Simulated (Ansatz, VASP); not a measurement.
## ZnSe in VASP and in Ansatz

INCAR

```
PREC = Accurate
ENCUT = 520
EDIFF = 1E-6
ISMEAR = 0
SIGMA = 0.1
LREAL = F
LASPH = T
NELM = 60
ALGO = Normal
ISIF = 2
LWAVE = F
LCHARG = T
GGA = PE
LELF = T
LVHAR = T
NBANDS = 16
```

KPOINTS

```
Automatic mesh
0
Gamma
  4 4 4
```

The input POSCAR:

```
ZnSe
1.0
    0.0000000000      3.0099193376      3.0099193376
    3.0099193376      0.0000000000      3.0099193376
    3.0099193376      3.0099193376      0.0000000000
Zn Se
1 1
Direct
    0.0000000000      0.0000000000      0.0000000000
    0.7500000000      0.7500000000      0.7500000000
```

Input for Ansatz:

```yaml
crystal:
  lattice:
    - [0.0, 3.0099193376, 3.0099193376]
    - [3.0099193376, 0.0, 3.0099193376]
    - [3.0099193376, 3.0099193376, 0.0]
  atoms:
    - { symbol: Zn, position: [0.0, 0.0, 0.0] }
    - { symbol: Se, position: [0.75, 0.75, 0.75] }
basis:
  ecutwfc: 420
kpoints:
  mp_grid: { grid: [4, 4, 4] }
hamiltonian:
  xc: pbe
scf:
  occupations: { method: gaussian, width: 0.1 }
output:
  forces: true
  stress: true
  eigenvalues: true
```

Alike in both runs: task single point; functional PBE; k mesh 4 × 4 × 4; occupations gaussian, width 0.1 eV; no spin polarisation.

|  | VASP | Ansatz |
| --- | --- | --- |
| version | VASP 6.6.1 | Ansatz 0.2.0 |
| potentials or method | VASP PAW PBE potentials, release 64 (Zn, Se), cutoff 520 eV | scalar-relativistic, plane waves, PAW |
| valence electrons in the cell | 18 | 28 |

```csv
,VASP,Ansatz,Ansatz less VASP
gap on the k mesh at the Fermi level (eV),0.60,0.60,+0.002
least direct gap on the mesh (eV),0.60,0.60,+0.002
pressure (GPa),-5.7,-5.8,-0.11
```

VASP's potentials hold 18 valence electrons a cell and Ansatz's 28, so a difference there can come from the potentials and not from the codes.

The k mesh is coarse, so the values compare programs but aren't converged.
